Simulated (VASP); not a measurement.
# Rh (P6_3/mmc) in VASP: further runs

Rh is run at these levels: r2SCAN; tasks: single point.

All numbers are computed with VASP 6.6.1; they aren't measurements. Logs are shortened: lines on timing, memory, paths and dates and some standing lists are left out, and cuts for length are marked.

## Step 1: The cell of the first run

It takes space group P6_3/mmc (No. 194, hexagonal). Conventional cell: a = 2.650 Å, b = 2.650 Å, c = 4.262 Å, α = 90.00°, β = 90.00°, γ = 120.00°. Rh (site symmetry -6m2) has 12 Rh at 2.62 to 2.65 Å within 3.5 Å.

## Step 2: Single point, r2SCAN (equal strain along all axes, cell held: -2.0 %)

Contents of POSCAR:

```
Rh
1.0
    2.6495703190      0.0000000000      0.0000000000
   -1.3247851595      2.2945952054      0.0000000000
    0.0000000000      0.0000000000      4.2616448766
Rh
2
Direct
    0.6666666667      0.3333333333      0.7500000000
    0.3333333333      0.6666666667      0.2500000000
```

Contents of INCAR.step1:

```
PREC     = Accurate       # precision mode
ENCUT    = 520            # plane-wave cutoff, eV
ISMEAR   = 0              # smearing method
SIGMA    = 0.1            # smearing width, eV
LREAL    = False          # projectors in reciprocal space
LASPH    = True           # aspherical terms in the spheres
NELM     = 60             # most SCF steps
NBANDS   = 22             # bands
GGA      = PE             # functional
ALGO     = Normal         # electronic algorithm
EDIFF    = 1E-4           # SCF threshold, eV
LWAVE    = True           # write WAVECAR
LCHARG   = False          # write CHGCAR
```

Contents of INCAR.step2:

```
PREC     = Accurate       # precision mode
ENCUT    = 520            # plane-wave cutoff, eV
EDIFF    = 1E-6           # SCF threshold, eV
ISMEAR   = 0              # smearing method
SIGMA    = 0.1            # smearing width, eV
LREAL    = False          # projectors in reciprocal space
LASPH    = True           # aspherical terms in the spheres
NELM     = 60             # most SCF steps
ALGO     = Normal         # electronic algorithm
ISIF     = 2              # what is computed and relaxed
LWAVE    = False          # write WAVECAR
LCHARG   = False          # write CHGCAR
METAGGA  = R2SCAN         # meta-GGA
LMIXTAU  = True         
NBANDS   = 22             # bands
ISTART   = 1
```

Contents of KPOINTS:

```
Automatic mesh
0
Gamma
  24 24 12
```

Potentials or basis: VASP PAW PBE potentials, release 64 (Rh_pv).

Started as:

```
$ cat potpaw_PBE.64/Rh_pv/POTCAR > POTCAR
$ cp INCAR.step1 INCAR
$ mpirun -np 1 vasp_std > vasp.out
$ cp INCAR.step2 INCAR
$ mpirun -np 1 vasp_std > vasp.out
```

OUTCAR:

```text
PREC = Accurate
   ENCUT = 520
   EDIFF = 1E-6
   ISMEAR = 0
   LREAL = False
   LASPH = True
   NELM = 60
   ISIF = 2
   METAGGA = R2SCAN
   ISTART = 1

 ion  position               nearest neighbor table
   1  0.667  0.333  0.750-   2 2.62   2 2.62   2 2.62   2 2.62   2 2.62   2 2.62
   2  0.333  0.667  0.250-   1 2.62   1 2.62   1 2.62   1 2.62   1 2.62   1 2.62

  LATTYP: Found a hexagonal cell.
 ALAT       =     2.6495703190
 C/A-ratio  =     1.6084286747

  Lattice vectors:

 A1 = (   2.6495703190,   0.0000000000,   0.0000000000)
 A2 = (  -1.3247851595,   2.2945952054,   0.0000000000)
 A3 = (   0.0000000000,   0.0000000000,   4.2616448766)

Analysis of symmetry for initial positions (statically):
=====================================================================
 Subroutine PRICEL returns:
 Original cell was already a primitive cell.

 Routine SETGRP: Setting up the symmetry group for a
 hexagonal supercell.

 Subroutine GETGRP returns: Found 24 space group operations
 (whereof 12 operations were pure point group operations)
 out of a pool of 24 trial point group operations.

The static configuration has the point symmetry D_3d.
 The point group associated with its full space group is D_6h.

Analysis of symmetry for dynamics (positions and initial velocities):
=====================================================================
 Subroutine PRICEL returns:
 Original cell was already a primitive cell.

 Routine SETGRP: Setting up the symmetry group for a
 hexagonal supercell.

 Subroutine GETGRP returns: Found 24 space group operations
 (whereof 12 operations were pure point group operations)
 out of a pool of 24 trial point group operations.

The dynamic configuration has the point symmetry D_3d.
 The point group associated with its full space group is D_6h.

 Subroutine INISYM returns: Found 24 space group operations
 (whereof 12 operations are pure point group operations),
 and found     1 'primitive' translations

----------------------------------------------------------------------------------------

                                     Primitive cell

  volume of cell :      25.9095

  direct lattice vectors                    reciprocal lattice vectors
     2.649570319  0.000000000  0.000000000     0.377419687  0.217903358  0.000000000
    -1.324785159  2.294595205  0.000000000     0.000000000  0.435806716  0.000000000
     0.000000000  0.000000000  4.261644877     0.000000000  0.000000000  0.234651180

  length of vectors
     2.649570319  2.649570319  4.261644877     0.435806716  0.435806716  0.234651180

  position of ions in fractional coordinates (direct lattice)
     0.666666667  0.333333333  0.750000000
     0.333333333  0.666666667  0.250000000

  ion indices of the primitive-cell ions
   primitive index   ion index
                 1           1
                 2           2

----------------------------------------------------------------------------------------

 KPOINTS: Automatic mesh

Automatic generation of k-mesh.
 Grid dimensions read from file:
 generate k-points for:   24   24   12

 Generating k-lattice:

  Cartesian coordinates                     Fractional coordinates (reciprocal lattice)
     0.015725820  0.009079307  0.000000000     0.041666667  0.000000000  0.000000000
     0.000000000  0.018158613  0.000000000     0.000000000  0.041666667  0.000000000
     0.000000000  0.000000000  0.019554265     0.000000000  0.000000000  0.083333333

  Length of vectors
     0.018158613  0.018158613  0.019554265

  Shift w.r.t. Gamma in fractional coordinates (k-lattice)
     0.000000000  0.000000000  0.000000000

 Subroutine IBZKPT returns following result:
 ===========================================

 Found    427 irreducible k-points:

 Following reciprocal coordinates:
            Coordinates               Weight
  0.000000  0.000000  0.000000      1.000000
  0.041667  0.000000  0.000000      6.000000
  0.083333  0.000000  0.000000      6.000000
  0.125000  0.000000  0.000000      6.000000
  0.166667  0.000000  0.000000      6.000000
  0.208333  0.000000  0.000000      6.000000
[... 16 lines left out ...]
  0.416667  0.041667  0.000000     12.000000
  0.458333  0.041667  0.000000     12.000000
 [... further k-points ...]
   k-points           NKPTS =    427   k-points in BZ     NKDIM =    427   number of bands    NBANDS=     22
   number of dos      NEDOS =    301   number of ions     NIONS =      2
   total plane-waves  NPLWV =  12800
   dimension x,y,z NGX =    20 NGY =   20 NGZ =   32
   dimension x,y,z NGXF=    40 NGYF=   40 NGZF=   64
   ions per type =               2
   NGX,Y,Z   is equivalent  to a cutoff of  12.55, 12.55, 12.48 a.u.
   NGXF,Y,Z  is equivalent  to a cutoff of  25.10, 25.10, 24.97 a.u.
 SYSTEM =  unknown system
   PREC   = accura    normal or accurate (medium, high low for compatibility)
   ISTART =      1    job   : 0-new  1-cont  2-samecut
   ICHARG =      0    charge: 1-file 2-atom 10-const
   ISPIN  =      1    spin polarized calculation?
   LNONCOLLINEAR =      F non collinear calculations
   LSORBIT =      F    spin-orbit coupling
   LASPH  =      T    aspherical Exc in radial PAW
   ENCUT  =  520.0 eV  38.22 Ry    6.18 a.u.   4.93  4.93  7.92*2*pi/ulx,y,z
   NELM   =     60;   NELMIN=  2; NELMDL=  0     # of ELM steps
   EDIFF  = 0.1E-05   stopping-criterion for ELM
   LREAL  =      F    real-space projection
   EDIFFG = 0.1E-04   stopping-criterion for IOM
   NSW    =      0    number of steps for IOM
   IBRION =     -1    ionic relax: 0-MD 1-quasi-New 2-CG
   NFREE  =      0    steps in history (QN), initial steepest desc. (CG)
   ISIF   =      2    stress and relaxation
   ISYM   =      2    0-nonsym 1-usesym 2-fastsym
   POTIM  = 0.5000    time-step for ionic-motion
   TEBEG  =    0.0;   TEEND  =   0.0 temperature during run
   PSTRESS=    0.0 pullay stress
   NELECT =      30.0000    total number of electrons
   NUPDOWN=      -1.0000    fix difference up-down
   EMIN   =  10.00;   EMAX   =-10.00  energy-range for DOS
   EFERMI =   0.00;   METHOD = LEGACY
   ISMEAR =     0;   SIGMA  =   0.10  broadening in eV -4-tet -1-fermi 0-gaus
   EFERMI_NEDOS =   21; number of points for ismear=-14 and -15
   IALGO  =     38    algorithm
   IMIX   =      4    mixing-type and parameters
     AMIX     =   0.40;   BMIX     =  1.00
     AMIX_MAG =   1.60;   BMIX_MAG =  1.00
  volume/ion in A,a.u.               =      12.95        87.42
  Fermi-wavevector in a.u.,A,eV,Ry     =   1.719078  3.248587 40.208347  2.955230
  Thomas-Fermi vector in A             =   2.795772
   LORBIT       =      0    0 simple, 1 ext, 2 COOP (PROOUT), +10 PAW based schemes
   METAGGA = R2SCAN    functional components
   LHFCALC =     F    Hartree Fock is set to
   AEXX    =    0.0000 exact exchange contribution
   IVDW    =     0    specifies the selected vdW correction
   LEPSILON=     F    determine dielectric tensor
   LRPA    =     F    only Hartree local field effects (RPA)
 non-spin polarized calculation
 Gauss-broadening in eV      SIGMA  =   0.10
  energy-cutoff  :      520.00
  volume of cell :       25.91
 maximum number of plane-waves:       720
 NGX is ok and might be reduce to    20
   NGX =  9   NGY =  9   NGZ = 15

 number of electron      29.9999991 magnetization

 Free energy of the ion-electron system (eV)
  ---------------------------------------------------
  ext. energy  EPLUGINS =         0.00000000
  ---------------------------------------------------
  free energy    TOTEN  =       -48.08198926 eV

  energy without entropy =      -48.06839551  energy(sigma->0) =      -48.07519239

 E-fermi :  12.9846     XC(G=0): -15.6567

 val. band max:       12.9802806127   @ k =   0.4167   0.1250   0.1667
 cond. band min:      12.9852637171   @ k =   0.2917   0.1250   0.0833
 fundamental gap:      0.0049831044
 Fermi energy:        12.9845992421

 k-point     1 :       0.0000    0.0000    0.0000
  band No.  band energies     occupation
      1     -36.0167      2.00000
      2     -35.1529      2.00000
      3     -35.1529      2.00000
      4     -35.0169      2.00000
      5     -35.0094      2.00000
      6     -35.0094      2.00000
[... 14 lines left out ...]
     21      30.2046      0.00000
     22      30.2048      0.00000

 k-point     2 :       0.0417    0.0000    0.0000
  band No.  band energies     occupation
      1     -36.0114      2.00000
      2     -35.1649      2.00000
      3     -35.1568      2.00000
      4     -35.0220      2.00000
      5     -35.0192      2.00000
      6     -35.0112      2.00000
[... 14 lines left out ...]
     21      30.2044      0.00000
     22      30.2047      0.00000

 k-point     3 :       0.0833    0.0000    0.0000
  band No.  band energies     occupation
      1     -35.9955      2.00000
      2     -35.2003      2.00000
      3     -35.1684      2.00000
      4     -35.0587      2.00000
      5     -35.0260      2.00000
      6     -35.0166      2.00000
[... 14 lines left out ...]
     21      30.2046      0.00000
     22      30.2050      0.00000

 k-point     4 :       0.1250    0.0000    0.0000
  band No.  band energies     occupation
      1     -35.9696      2.00000
      2     -35.2566      2.00000
      3     -35.1864      2.00000
      4     -35.1166      2.00000
      5     -35.0374      2.00000
      6     -35.0254      2.00000
[... 14 lines left out ...]
     21      30.2046      0.00000
     22      30.2161      0.00000

 k-point     5 :       0.1667    0.0000    0.0000
  band No.  band energies     occupation
      1     -35.9347      2.00000
      2     -35.3300      2.00000
      3     -35.2095      2.00000
      4     -35.1911      2.00000
      5     -35.0534      2.00000
      6     -35.0372      2.00000
[... 14 lines left out ...]
     21      30.2045      0.00000
     22      30.2067      0.00000

 k-point     6 :       0.2083    0.0000    0.0000
  band No.  band energies     occupation
      1     -35.8919      2.00000
      2     -35.4155      2.00000
      3     -35.2764      2.00000
      4     -35.2359      2.00000
      5     -35.0741      2.00000
      6     -35.0514      2.00000
[... 14 lines left out ...]
     21      30.2041      0.00000
     22      30.2053      0.00000

 k-point     7 :       0.2500    0.0000    0.0000
  band No.  band energies     occupation
      1     -35.8430      2.00000
      2     -35.5072      2.00000
      3     -35.3664      2.00000
      4     -35.2636      2.00000
      5     -35.0992      2.00000
      6     -35.0670      2.00000
[... 324 lines left out ...]
      6     -35.0977      2.00000
[... 14 lines left out ...]
     21      29.4062      0.00000
     22      30.1735      0.00000

 k-point    21 :       0.3333    0.0417    0.0000
  band No.  band energies     occupation
      1     -35.7206      2.00000
      2     -35.7050      2.00000
      3     -35.5734      2.00000
      4     -35.3313      2.00000
      5     -35.1801      2.00000
      6     -35.1123      2.00000
[... 14 lines left out ...]
     21      28.4865      0.00000
     22      29.5261      0.00000

 k-point    22 :       0.3750    0.0417    0.0000
  band No.  band energies     occupation
      1     -35.7851      2.00000
      2     -35.6540      2.00000
      3     -35.6320      2.00000
      4     -35.3515      2.00000
      5     -35.2142      2.00000
      6     -35.1244      2.00000
[... 14 lines left out ...]
     21      27.7117      0.00000
     22      28.9749      0.00000

 k-point    23 :       0.4167    0.0417    0.0000
  band No.  band energies     occupation
      1     -35.8307      2.00000
      2     -35.6731      2.00000
      3     -35.6121      2.00000
      4     -35.3656      2.00000
      5     -35.2441      2.00000
      6     -35.1330      2.00000
[... 14 lines left out ...]
     21      27.1432      0.00000
     22      28.5277      0.00000

 k-point    24 :       0.4583    0.0417    0.0000
  band No.  band energies     occupation
      1     -35.8542      2.00000
      2     -35.6943      2.00000
      3     -35.5873      2.00000
      4     -35.3729      2.00000
      5     -35.2627      2.00000
      6     -35.1375      2.00000
[... 14 lines left out ...]
     21      26.8380      0.00000
     22      28.2461      0.00000

 [... further k-points ...]
[... 5 lines left out ...]
  --------------------------------------------------------------------------------------
  -------------------------------------------------------------------------------------
  Total        3.3748724      3.3748724      3.6505126     -0.0000000      0.0000000      0.0000000
  in kB      208.6936102    208.6936102    225.7385064     -0.0000000      0.0000000      0.0000000
  external PRESSURE =     214.3752423 kB  Pullay stress =       0.0000000 kB

 VOLUME and BASIS-vectors are now :
 -----------------------------------------------------------------------------
  energy-cutoff  :      520.00
  volume of cell :       25.91
      direct lattice vectors                 reciprocal lattice vectors
     2.649570319  0.000000000  0.000000000     0.377419687  0.217903358  0.000000000
    -1.324785159  2.294595205  0.000000000     0.000000000  0.435806716  0.000000000
     0.000000000  0.000000000  4.261644877     0.000000000  0.000000000  0.234651180

 POSITION                                       TOTAL-FORCE (eV/Angst)
 -----------------------------------------------------------------------------------
      1.32479      0.76487      3.19623        -0.000000      0.000000      0.000000
     -0.00000      1.52973      1.06541         0.000000     -0.000000      0.000000
 -----------------------------------------------------------------------------------
    total drift:                               -0.000000      0.000000     -0.000000

  FREE ENERGIE OF THE ION-ELECTRON SYSTEM (eV)
  ---------------------------------------------------
  free  energy   TOTEN  =       -48.0819892624 eV

  energy  without entropy=      -48.0683955111  energy(sigma->0) =      -48.07519239
```

Wall time 13 min (1 thread of AMD EPYC 7R43 (Zen 3), shared host); peak memory 0.25 GiB.

What came out:

* Free energy: -48.0820 eV
* Pressure: 21.4 GPa
* Band gap on the k mesh: zero (band 15 reaches 13.71 eV, above the bottom of band 16 at 10.97 eV)

Caveat: the cell differs from its parent crystal (equal strain along all axes, cell held: -2.0 %); the PAW data sets were made with another functional, which shifts forces and pressure a little.

## Step 3: Single point, r2SCAN

This run uses another cell than the first one, of 13.76 Å³/atom, 1.062 times its volume.

Contents of POSCAR:

```
Rh
1.0
    2.7036431827      0.0000000000      0.0000000000
   -1.3518215913      2.3414236790      0.0000000000
    0.0000000000      0.0000000000      4.3486172211
Rh
2
Direct
    0.6666666667      0.3333333333      0.7500000000
    0.3333333333      0.6666666667      0.2500000000
```

Contents of INCAR.step1:

```
SYSTEM = Rh
  PREC = Accurate
  ENCUT = 520
  ISMEAR = 0
  SIGMA = 0.1
  LREAL = .FALSE.
  LASPH = .TRUE.
  NELM = 80
  NBANDS = 22
  GGA = PE
  ALGO = Normal
  EDIFF = 1E-4
  LWAVE = .TRUE.
  LCHARG = .FALSE.
```

Contents of INCAR.step2:

```
SYSTEM = Rh
  PREC = Accurate
  ENCUT = 520
  EDIFF = 1E-6
  ISMEAR = 0
  SIGMA = 0.1
  LREAL = .FALSE.
  LASPH = .TRUE.
  NELM = 80
  ALGO = Normal
  ISIF = 2
  LWAVE = .FALSE.
  LCHARG = .TRUE.
  METAGGA = R2SCAN
  LMIXTAU = .TRUE.
  LELF = .TRUE.
  LVHAR = .TRUE.
  NBANDS = 22
  ISTART = 1
```

Contents of KPOINTS:

```
Automatic mesh
0
G
  24 24 12
  0 0 0
```

Potentials or basis: VASP PAW PBE potentials, release 64 (Rh_pv).

Started as:

```
$ cat potpaw_PBE.64/Rh_pv/POTCAR > POTCAR
$ cp INCAR.step1 INCAR
$ mpirun -np 1 vasp_std > vasp.out
$ cp INCAR.step2 INCAR
$ mpirun -np 1 vasp_std > vasp.out
```

Run time: 13 min. Hardware: 1 thread of AMD EPYC 7R43 (Zen 3), shared host; peak memory 0.27 GiB.

The run converged. Its results:

```yaml
Free_energy: -48.1913 eV
Pressure: 1.2 GPa
Band_gap_on_the_k_mesh: zero (band 15 reaches 12.47 eV, above the bottom of band 16 at 9.99 eV)
```

Stress tensor (GPa, compression positive):
```
0.92 0.00 0.00
0.00 0.92 0.00
0.00 0.00 1.78
```

Levels at points of the mesh, in eV from the Fermi level:
```
           k point  band 11  band 12  band 13  band 14  band 15  band 16  band 17  band 18  band 19  band 20
(0.00, 0.00, 0.00)    -3.16    -2.61    -2.61    -2.04    -2.04     0.13     0.13     0.93     9.14    16.61
(0.50, 0.00, 0.00)    -2.79    -2.30    -2.21     0.40     0.65     0.72     3.18     5.40    10.90    11.37
(0.00, 0.00, 0.50)    -3.29    -3.29    -3.29    -3.29    -0.47    -0.47    -0.47    -0.47    15.59    15.59
(0.50, 0.00, 0.50)    -1.77    -1.77    -0.31    -0.31     0.60     0.60     2.85     2.85     9.79     9.79
```

Caveat: the PAW data sets were made with another functional, which shifts forces and pressure a little.

## Step 4: Single point, r2SCAN (uniaxial strain along c: +6.0 %)

Contents of POSCAR:

```
Rh
1.0
    2.6630885349      0.0000000000      0.0000000000
   -1.3315442675      2.3063023238      0.0000000000
    0.0000000000      0.0000000000      4.6095342543
Rh
2
Direct
    0.6666666659      0.3333333341      0.7500000000
    0.3333333341      0.6666666659      0.2500000000
```

Contents of INCAR.step1:

```
SYSTEM = Rh
PREC = Accurate
ENCUT = 520
ISMEAR = 0
SIGMA = 0.1
LREAL = .FALSE.
LASPH = .TRUE.
NELM = 60
NBANDS = 22
GGA = PE
ALGO = Normal
EDIFF = 1E-4
LWAVE = .TRUE.
LCHARG = .FALSE.
```

Contents of INCAR.step2:

```
SYSTEM = Rh
PREC = Accurate
ENCUT = 520
EDIFF = 1E-6
ISMEAR = 0
SIGMA = 0.1
LREAL = .FALSE.
LASPH = .TRUE.
NELM = 60
ALGO = Normal
ISIF = 2
LWAVE = .FALSE.
LCHARG = .FALSE.
METAGGA = R2SCAN
LMIXTAU = .TRUE.
NBANDS = 22
ISTART = 1
```

KPOINTS is that of step 3.

Started as:

```
$ cat potpaw_PBE.64/Rh_pv/POTCAR > POTCAR
$ cp INCAR.step1 INCAR
$ mpirun -np 1 vasp_std > vasp.out
$ cp INCAR.step2 INCAR
$ mpirun -np 1 vasp_std > vasp.out
```

Run time: 10 min. Hardware: 1 thread of Intel Xeon Platinum 8488C (Sapphire Rapids), shared host; peak memory 0.31 GiB.

The run converged. Its results:

```yaml
Free_energy: -48.1079 eV
Pressure: -5.1 GPa
Band_gap_on_the_k_mesh: zero (band 15 reaches 12.15 eV, above the bottom of band 16 at 9.54 eV)
```

Stress tensor (GPa, compression positive):
```
  0.65   0.00   0.00
  0.00   0.65   0.00
  0.00   0.00 -16.55
```

Levels at points of the mesh, in eV from the Fermi level:
```csv
k point,band 12,band 13,band 14,band 15,band 16,band 17,band 18,band 19
"(0.00, 0.00, 0.00)",-2.56,-2.56,-1.40,-1.40,0.21,0.21,0.32,7.83
"(0.50, 0.00, 0.00)",-2.35,-1.78,0.45,0.80,1.00,3.33,5.53,10.58
"(0.00, 0.00, 0.50)",-2.96,-2.96,-2.96,-0.35,-0.35,-0.35,-0.35,14.38
"(0.50, 0.00, 0.50)",-1.39,-0.19,-0.19,0.91,0.91,2.95,2.95,9.79
```

Caveat: the cell differs from its parent crystal (uniaxial strain along c: +6.0 %); the PAW data sets were made with another functional, which shifts forces and pressure a little.

## Step 5: Overview

```csv
cell,gap on the mesh (eV),pressure (GPa)
"a = 2.650, b = 2.650, c = 4.262 Å, angles 90.0, 90.0, 120.0°, 2 atoms",none,21.4
"a = 2.704, b = 2.704, c = 4.349 Å, angles 90.0, 90.0, 120.0°, 2 atoms",none,1.2
"a = 2.663, b = 2.663, c = 4.610 Å, angles 90.0, 90.0, 120.0°, 2 atoms",none,-5.1
```

Alike in all rows: task single point; level r2SCAN; potentials or basis VASP PAW PBE potentials, release 64 (Rh_pv); no spin polarisation; k mesh 24 × 24 × 12; cutoff (eV) 520; smearing gaussian 0.1 eV.

Caveats: the PAW data sets were made with another functional, which shifts forces and pressure a little.

Absolute energies hang on the potentials; compare differences alone.
